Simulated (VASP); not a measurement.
Set up this calculation in VASP 6.6.1, as the native input.

| Property | Result |
| --- | --- |
| Task | single point |
| Functional | PBE |
| Potentials or basis | VASP PAW PBE potentials, release 64 (Ti_sv, Al) |
| Cutoff | 520 eV |
| k mesh | 12 × 12 × 12 |
| Occupations | gaussian, width 0.1 eV |
| Spin | no spin polarisation |
| Dipole correction | no |
| Further INCAR settings | ALGO = Fast; EDIFF = 1e-07; NBANDS = 18 |

The structure of TiAl3 lies in POSCAR:

```
TiAl3
1.0
    3.8565066035      0.0000000000      0.0000000000
    0.0000000000      3.8565066035      0.0000000000
    0.0000000000      0.0000000000      3.8565066035
Ti Al
1 3
Direct
    0.0000000000      0.0000000000      0.0000000000
    0.5000000000      0.0000000000      0.5000000000
    0.0000000000      0.5000000000      0.5000000000
    0.5000000000      0.5000000000      0.0000000000
```

This cell differs from its parent crystal: volume scaled by 0.91.

One way to write it, as run:

INCAR

```
SYSTEM = TiAl3
PREC = Accurate
ENCUT = 520
EDIFF = 1E-7
ISMEAR = 0
SIGMA = 0.1
LREAL = .False.
LASPH = .True.
NELM = 100
ALGO = Fast
ISIF = 2
LWAVE = .False.
LCHARG = .False.
GGA = PE
NBANDS = 18
```

KPOINTS

```
Automatic mesh
0
Gamma
  12 12 12
  0 0 0
```

Potentials or basis: VASP PAW PBE potentials, release 64 (Ti_sv, Al).

Launch:

```console
$ cat potpaw_PBE.64/Ti_sv/POTCAR potpaw_PBE.64/Al/POTCAR > POTCAR
$ mpirun -np 1 vasp_std > vasp.out
```

It gave:

```json
{
 "Pressure": "12.1 GPa"
}
```

Run time: 100 s on 1 thread of Intel(R) Xeon(R) 6975P-C (Granite Rapids) (shared host), peak memory 0.21 GiB.
